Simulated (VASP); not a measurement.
# SrTe (Fm-3m) in VASP: a series of runs

The runs below take SrTe through single point, with LDA, PBE, r2SCAN.

Everything below comes from runs of VASP 6.6.1. Logs are shortened: lines on timing, memory, paths and dates and some standing lists are left out, and cuts for length are marked.

### 1 The cell of the first run

It takes space group Fm-3m (No. 225, cubic). Conventional cell: a = 6.706 Å, b = 6.706 Å, c = 6.706 Å, α = 90.00°, β = 90.00°, γ = 90.00°. Within 4.4 Å of Sr (site symmetry m-3m) lie 6 Te at 3.35 Å. Te (site symmetry m-3m) has 6 Sr at 3.35 Å within 4.4 Å.

### 2 Single point, LDA

INCAR

```
SYSTEM = SrTe
  PREC = Accurate
  ENCUT = 500
  EDIFF = 1E-6
  ISMEAR = 0
  SIGMA = 0.01
  LREAL = .False.
  LASPH = .True.
  NELM = 120
  ALGO = Normal
  ISIF = 2
  LWAVE = .False.
  LCHARG = .True.
  GGA = CA
  LELF = .True.
  LVHAR = .True.
  NBANDS = 15
  GGA_COMPAT = .False.
```

KPOINTS

```
Automatic mesh
0
Gamma
  4 4 4
  0 0 0
```

POSCAR

```
SrTe
1.0
    0.0000000000      3.3527582064      3.3527582064
    3.3527582064      0.0000000000      3.3527582064
    3.3527582064      3.3527582064      0.0000000000
Sr Te
1 1
Direct
    0.0000000000      0.0000000000      0.0000000000
    0.5000000000      0.5000000000      0.5000000000
```

Potentials or basis: VASP PAW LDA potentials, release 64 (Sr_sv, Te).

The run is started by

```
$ cat potpaw_LDA.64/Sr_sv/POTCAR potpaw_LDA.64/Te/POTCAR > POTCAR
$ mpirun -np 1 vasp_std > vasp.out
```

OUTCAR:

```text
SYSTEM = SrTe
   PREC = Accurate
   ENCUT = 500
   EDIFF = 1E-6
   ISMEAR = 0
   LREAL = .False.
   LASPH = .True.
   NELM = 120
   ISIF = 2
   GGA = CA

 ion  position               nearest neighbor table
   1  0.000  0.000  0.000-   2 3.35   2 3.35   2 3.35   2 3.35   2 3.35   2 3.35
   2  0.500  0.500  0.500-   1 3.35   1 3.35   1 3.35   1 3.35   1 3.35   1 3.35

  LATTYP: Found a face centered cubic cell.
 ALAT       =     6.7055164128

  Lattice vectors:

 A1 = (   0.0000000000,   3.3527582064,   3.3527582064)
 A2 = (   3.3527582064,   0.0000000000,   3.3527582064)
 A3 = (   3.3527582064,   3.3527582064,   0.0000000000)

Analysis of symmetry for initial positions (statically):
=====================================================================
 Subroutine PRICEL returns:
 Original cell was already a primitive cell.

 Routine SETGRP: Setting up the symmetry group for a
 face centered cubic supercell.

 Subroutine GETGRP returns: Found 48 space group operations
 (whereof 48 operations were pure point group operations)
 out of a pool of 48 trial point group operations.

The static configuration has the point symmetry O_h .

Analysis of symmetry for dynamics (positions and initial velocities):
=====================================================================
 Subroutine PRICEL returns:
 Original cell was already a primitive cell.

 Routine SETGRP: Setting up the symmetry group for a
 face centered cubic supercell.

 Subroutine GETGRP returns: Found 48 space group operations
 (whereof 48 operations were pure point group operations)
 out of a pool of 48 trial point group operations.

The dynamic configuration has the point symmetry O_h .

 Subroutine INISYM returns: Found 48 space group operations
 (whereof 48 operations are pure point group operations),
 and found     1 'primitive' translations

----------------------------------------------------------------------------------------

                                     Primitive cell

  volume of cell :      75.3766

  direct lattice vectors                    reciprocal lattice vectors
     0.000000000  3.352758206  3.352758206    -0.149130945  0.149130945  0.149130945
     3.352758206  0.000000000  3.352758206     0.149130945 -0.149130945  0.149130945
     3.352758206  3.352758206  0.000000000     0.149130945  0.149130945 -0.149130945

  length of vectors
     4.741516127  4.741516127  4.741516127     0.258302374  0.258302374  0.258302374

  position of ions in fractional coordinates (direct lattice)
     0.000000000  0.000000000  0.000000000
     0.500000000  0.500000000  0.500000000

  ion indices of the primitive-cell ions
[... 71 lines left out ...]
   EMIN   =  10.00;   EMAX   =-10.00  energy-range for DOS
   EFERMI =   0.00;   METHOD = LEGACY
   ISMEAR =     0;   SIGMA  =   0.01  broadening in eV -4-tet -1-fermi 0-gaus
   EFERMI_NEDOS =   21; number of points for ismear=-14 and -15
   IALGO  =     38    algorithm
   IMIX   =      4    mixing-type and parameters
     AMIX     =   0.40;   BMIX     =  1.00
     AMIX_MAG =   1.60;   BMIX_MAG =  1.00
  volume/ion in A,a.u.               =      37.69       254.33
  Fermi-wavevector in a.u.,A,eV,Ry     =   0.976568  1.845446 12.975679  0.953686
  Thomas-Fermi vector in A             =   2.107197
   LORBIT       =      0    0 simple, 1 ext, 2 COOP (PROOUT), +10 PAW based schemes
   GGA     = CA    functional components
   LHFCALC =     F    Hartree Fock is set to
   AEXX    =    0.0000 exact exchange contribution
   IVDW    =     0    specifies the selected vdW correction
   LEPSILON=     F    determine dielectric tensor
   LRPA    =     F    only Hartree local field effects (RPA)
 non-spin polarized calculation
 Gauss-broadening in eV      SIGMA  =   0.01
  energy-cutoff  :      500.00
  volume of cell :       75.38
 maximum number of plane-waves:      1924
 NGX is ok and might be reduce to    36
   NGX = 17   NGY = 17   NGZ = 17

 number of electron      16.0000000 magnetization

 Free energy of the ion-electron system (eV)
  ---------------------------------------------------
  ext. energy  EPLUGINS =         0.00000000
  ---------------------------------------------------
  free energy    TOTEN  =        -9.19655942 eV

  energy without entropy =       -9.19655942  energy(sigma->0) =       -9.19655942

 E-fermi :   2.6090     XC(G=0):  -8.7280

 val. band max:        2.5586152957   @ k =   0.0000   0.0000   0.0000
 cond. band min:       4.1705771403   @ k =   0.5000   0.5000   0.0000
 fundamental gap:      1.6119618446
 Fermi energy:         2.6090095535

 k-point     1 :       0.0000    0.0000    0.0000
  band No.  band energies     occupation
      1     -32.0070      2.00000
      2     -14.0923      2.00000
      3     -14.0923      2.00000
      4     -14.0923      2.00000
      5      -7.4211      2.00000
      6       2.5586      2.00000
      7       2.5586      2.00000
      8       2.5586      2.00000
      9       5.0969      0.00000
     10       5.7069      0.00000
     11       5.7069      0.00000
     12       5.7069      0.00000
     13       6.3718      0.00000
     14       6.3718      0.00000
[... 113 lines left out ...]
      2     -14.1497      2.00000
      3     -14.1497      2.00000
      4     -14.1331      2.00000
      5      -6.8931      2.00000
      6       0.9965      2.00000
      7       0.9965      2.00000
      8       1.0424      2.00000
      9       6.3504      0.00000
     10       6.3504      0.00000
     11       6.8203      0.00000
     12       8.0842      0.00000
     13       8.5029      0.00000
     14       9.9606      0.00000
     15      10.5439      0.00000

------------------------ aborting loop because EDIFF is reached ----------------------------------------

  FORCE on cell =-STRESS in cart. coord.  units (eV):
  Direction    XX          YY          ZZ          XY          YZ          ZX
  --------------------------------------------------------------------------------------
  -------------------------------------------------------------------------------------
  Total       -1.1668497     -1.1668497     -1.1668497      0.0000000     -0.0000000      0.0000000
  in kB      -24.8021198    -24.8021198    -24.8021198      0.0000000     -0.0000000      0.0000000
  external PRESSURE =     -24.8021198 kB  Pullay stress =       0.0000000 kB

 VOLUME and BASIS-vectors are now :
 -----------------------------------------------------------------------------
  energy-cutoff  :      500.00
  volume of cell :       75.38
      direct lattice vectors                 reciprocal lattice vectors
     0.000000000  3.352758206  3.352758206    -0.149130945  0.149130945  0.149130945
     3.352758206  0.000000000  3.352758206     0.149130945 -0.149130945  0.149130945
     3.352758206  3.352758206  0.000000000     0.149130945  0.149130945 -0.149130945

 POSITION                                       TOTAL-FORCE (eV/Angst)
 -----------------------------------------------------------------------------------
      0.00000      0.00000      0.00000         0.000000      0.000000     -0.000000
      3.35276      3.35276      3.35276         0.000000      0.000000      0.000000
 -----------------------------------------------------------------------------------
    total drift:                                0.000000      0.000000      0.000000

  FREE ENERGIE OF THE ION-ELECTRON SYSTEM (eV)
  ---------------------------------------------------
  free  energy   TOTEN  =        -9.1965594201 eV

  energy  without entropy=       -9.1965594201  energy(sigma->0) =       -9.19655942
```

OSZICAR:

```text
N       E                     dE             d eps       ncg     rms          rms(c)
DAV:   1     0.657762386027E+02    0.65776E+02   -0.65321E+03   240   0.889E+02
DAV:   2    -0.550811011353E+01   -0.71284E+02   -0.67241E+02   331   0.182E+02
DAV:   3    -0.923434595331E+01   -0.37262E+01   -0.37051E+01   357   0.351E+01
DAV:   4    -0.935702230833E+01   -0.12268E+00   -0.12264E+00   331   0.567E+00
DAV:   5    -0.935846502088E+01   -0.14427E-02   -0.14426E-02   341   0.599E-01    0.149E+01
DAV:   6    -0.921896023464E+01    0.13950E+00   -0.15310E-01   282   0.218E+00    0.887E+00
DAV:   7    -0.919989111048E+01    0.19069E-01   -0.16298E-01   312   0.246E+00    0.118E+00
DAV:   8    -0.919640685911E+01    0.34843E-02   -0.23075E-02   254   0.707E-01    0.422E-01
DAV:   9    -0.919652490503E+01   -0.11805E-03   -0.10337E-03   275   0.208E-01    0.203E-01
DAV:  10    -0.919655665295E+01   -0.31748E-04   -0.42401E-05   305   0.395E-02    0.228E-02
DAV:  11    -0.919655942591E+01   -0.27730E-05   -0.76135E-06   297   0.130E-02    0.189E-02
DAV:  12    -0.919655942014E+01    0.57646E-08   -0.24322E-06   254   0.635E-03
   1 F= -.91965594E+01 E0= -.91965594E+01  d E =-.247224E-14
```

Wall time 5.7 s (1 thread of AMD EPYC 9R45 (Zen 5), shared host); peak memory 0.14 GiB.

Results:

```
Free energy            : -9.1966 eV
Pressure               : -2.5 GPa
Band gap on the k mesh : 1.61 eV, indirect (least direct gap 2.35 eV)
```

Caveat: spin-orbit coupling is left out, which moves the levels of the heavy elements. As with any semilocal functional, this LDA gap is likely too small.

### 3 Single point, PBE

INCAR

```
SYSTEM = SrTe
PREC = Accurate ; ENCUT = 500
EDIFF = 1E-6 ; ISMEAR = 0
SIGMA = 0.01 ; LREAL = .False.
LASPH = .True. ; NELM = 120
ALGO = Normal ; ISIF = 2
LWAVE = .False. ; LCHARG = .False.
GGA = PE ; NBANDS = 15
GGA_COMPAT = .False.
```

KPOINTS

```
Automatic mesh
0
Gamma
  6 6 6
  0 0 0
```

POSCAR is that of step 2.

Potentials or basis: VASP PAW PBE potentials, release 64 (Sr_sv, Te).

The run is started by

```
$ cat potpaw_PBE.64/Sr_sv/POTCAR potpaw_PBE.64/Te/POTCAR > POTCAR
$ mpirun -np 1 vasp_std > vasp.out
```

Run time: 11 s. Hardware: 1 thread of AMD EPYC 9R45 (Zen 5), shared host; peak memory 0.18 GiB.

The run converged. Its results:

| Property | Result |
| --- | --- |
| Free energy | -8.2674 eV |
| Pressure | 0.3 GPa |
| Band gap on the k mesh | 1.75 eV, indirect (least direct gap 2.47 eV) |

Levels at points of the mesh, in eV from the valence-band top:
```tsv
k point	band 5	band 6	band 7	band 8	band 9	band 10	band 11	band 12
(0.00, 0.00, 0.00)	-9.92	0.00	0.00	0.00	2.76	3.29	3.29	3.29
(0.50, 0.00, 0.00)	-9.31	-2.77	-1.07	-1.07	3.85	5.12	5.30	5.30
(0.50, 0.50, 0.00)	-9.48	-1.94	-0.73	-0.73	1.75	3.83	4.79	6.02
```

Caveat: spin-orbit coupling is left out, which moves the levels of the heavy elements.

### 4 Single point, r2SCAN

POSCAR is that of step 3.

INCAR.step1

```
SYSTEM = SrTe
  PREC = Accurate
  ENCUT = 550
  ISMEAR = 0
  SIGMA = 0.01
  LREAL = .False.
  LASPH = .True.
  NELM = 120
  NBANDS = 15
  GGA = PE
  ALGO = Normal
  EDIFF = 1E-5
  LWAVE = .True.
  LCHARG = .False.
  GGA_COMPAT = .False.
```

INCAR.step2

```
SYSTEM = SrTe
  PREC = Accurate
  ENCUT = 550
  EDIFF = 1E-6
  ISMEAR = 0
  SIGMA = 0.01
  LREAL = .False.
  LASPH = .True.
  NELM = 120
  ALGO = Normal
  ISIF = 2
  LWAVE = .False.
  LCHARG = .True.
  METAGGA = R2SCAN
  LMIXTAU = .True.
  LELF = .True.
  LVHAR = .True.
  NBANDS = 15
  ISTART = 1
  GGA_COMPAT = .False.
```

KPOINTS

```
regular mesh
0
Gamma
  4 4 4
  0 0 0
```

The run is started by

```
$ cat potpaw_PBE.64/Sr_sv/POTCAR potpaw_PBE.64/Te/POTCAR > POTCAR
$ cp INCAR.step1 INCAR
$ mpirun -np 1 vasp_std > vasp.out
$ cp INCAR.step2 INCAR
$ mpirun -np 1 vasp_std > vasp.out
```

It took 33 s on 1 thread of AMD EPYC 9R45 (Zen 5), shared host; peak memory 0.19 GiB.

Results (log left out):

* Free energy: -44.5868 eV
* Pressure: 0.2 GPa
* Band gap on the k mesh: 2.14 eV, indirect (least direct gap 2.88 eV)

Levels at points of the mesh, in eV from the valence-band top:
```tsv
k point	band 6	band 7	band 8	band 9	band 10	band 11
(0.00, 0.00, 0.00)	0.00	0.00	0.00	3.52	3.73	3.73
(0.50, 0.00, 0.00)	-2.76	-1.07	-1.07	4.36	5.70	5.87
(0.50, 0.50, 0.00)	-1.98	-0.75	-0.75	2.14	4.52	5.32
```

Caveat: the PAW data sets were made with another functional, which shifts forces and pressure a little; spin-orbit coupling is left out, which moves the levels of the heavy elements.

### 5 The runs side by side

| level | potentials or basis | k mesh | cutoff (eV) | gap on the mesh (eV) | pressure (GPa) |
| --- | --- | --- | --- | --- | --- |
| LDA | VASP PAW LDA potentials, release 64 (Sr_sv, Te) | 4 × 4 × 4 | 500 | 1.61 | -2.5 |
| PBE | VASP PAW PBE potentials, release 64 (Sr_sv, Te) | 6 × 6 × 6 | 500 | 1.75 | 0.3 |
| r2SCAN | VASP PAW PBE potentials, release 64 (Sr_sv, Te) | 4 × 4 × 4 | 550 | 2.14 | 0.2 |

Alike in all rows: task single point; no spin polarisation; cell as given; smearing gaussian 0.01 eV.

Caveats: spin-orbit coupling is left out, which moves the levels of the heavy elements; the PAW data sets were made with another functional, which shifts forces and pressure a little (some runs).

Total energies depend on the potentials used, so only differences within one code and one set of settings carry meaning.
